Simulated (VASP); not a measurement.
ScAl3F, 5 atoms in the cell. It takes space group P-6m2 (No. 187, hexagonal). The conventional cell has a = 4.599 Å, b = 4.599 Å, c = 8.197 Å, α = 90.00°, β = 90.00°, γ = 120.00°. Sc (site symmetry -6m2) has 5 Al at 2.66 to 2.79 Å and 3 F at 2.66 Å within 3.5 Å. Al (site symmetry 3m) has 1 Al at 2.61 Å and 1 Sc at 2.79 Å within 3.4 Å. Al (site symmetry -6m2) has 3 F at 2.66 Å and 3 Sc at 2.66 Å within 3.5 Å. F (site symmetry -6m2) has 3 Al at 2.66 Å and 3 Sc at 2.66 Å within 3.5 Å. The cell was generated, and may not be a known phase.

```yaml
Program: VASP 6.6.1
Task: relaxation of cell and atoms
Functional: PBE
Potentials_or_basis: VASP PAW PBE potentials, release 64 (Sc_sv, Al, F)
Cutoff: 600 eV
k_mesh: 12 × 12 × 6
Occupations: gaussian, width 0.1 eV
Spin: no spin polarisation
Dipole_correction: no
Further_INCAR_settings: ALGO = Fast; EDIFF = 1e-07; IBRION = 2; EDIFFG = -0.01; NSW = 100; ISIF = 3
```

Potentials or basis: VASP PAW PBE potentials, release 64 (Sc_sv, Al, F).

Launch:

```sh
$ cat potpaw_PBE.64/Sc_sv/POTCAR potpaw_PBE.64/Al/POTCAR potpaw_PBE.64/F/POTCAR > POTCAR
$ mpirun -np 1 vasp_std > vasp.out
```

Hardware: 1 thread of Oxide Virtual Turin-like Processor, on a shared host.

Question: Estimate the wall time of this run.

Answer: Wall time 40 min on 1 thread of Oxide Virtual Turin-like Processor (shared host), peak memory 0.5 GiB. Counts: scf iterations 96, k points 76, ion steps 5.
